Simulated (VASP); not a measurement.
A run of VASP 6.6.1 is set up as follows.

The input INCAR:

```
SYSTEM = KF
PREC = Accurate
ENCUT = 520
EDIFF = 1E-6
ISMEAR = 0
SIGMA = 0.05
LREAL = .FALSE.
LASPH = .TRUE.
NELM = 100
ALGO = Normal
ISIF = 2
LWAVE = .FALSE.
LCHARG = .TRUE.
GGA = PE
LELF = .TRUE.
LVHAR = .TRUE.
NBANDS = 15
```

KPOINTS

```
regular mesh
0
G
  8 8 8
  0 0 0
```

POSCAR

```
KF
1.0
    0.0000000000      2.6735000000      2.6735000000
    2.6735000000      0.0000000000      2.6735000000
    2.6735000000      2.6735000000      0.0000000000
K F
1 1
Direct
   -0.0280531139      0.0280531139      0.0280531139
    0.5000000000      0.5000000000      0.5000000000
```

Potentials or basis: VASP PAW PBE potentials, release 64 (K_sv, F).

Run with:

```sh
$ cat potpaw_PBE.64/K_sv/POTCAR potpaw_PBE.64/F/POTCAR > POTCAR
$ mpirun -np 1 vasp_std > vasp.out
```

Question: What does it give for the band gap on the k mesh?

Answer: 6.16 eV, direct.

Question: Estimate the pressure.

Answer: 1.7 GPa.

Question: What does it give for the largest force?

Answer: 0.272 eV/Å.

Stress tensor (GPa, compression positive):
```
2.50 0.00 0.00
0.00 1.28 0.00
0.00 0.00 1.28
```

Caveat: the cell differs from its parent crystal (all K atoms moved +0.150 Å, as atom 1 along Cartesian [1 0 0]). A k mesh can miss the band edges.
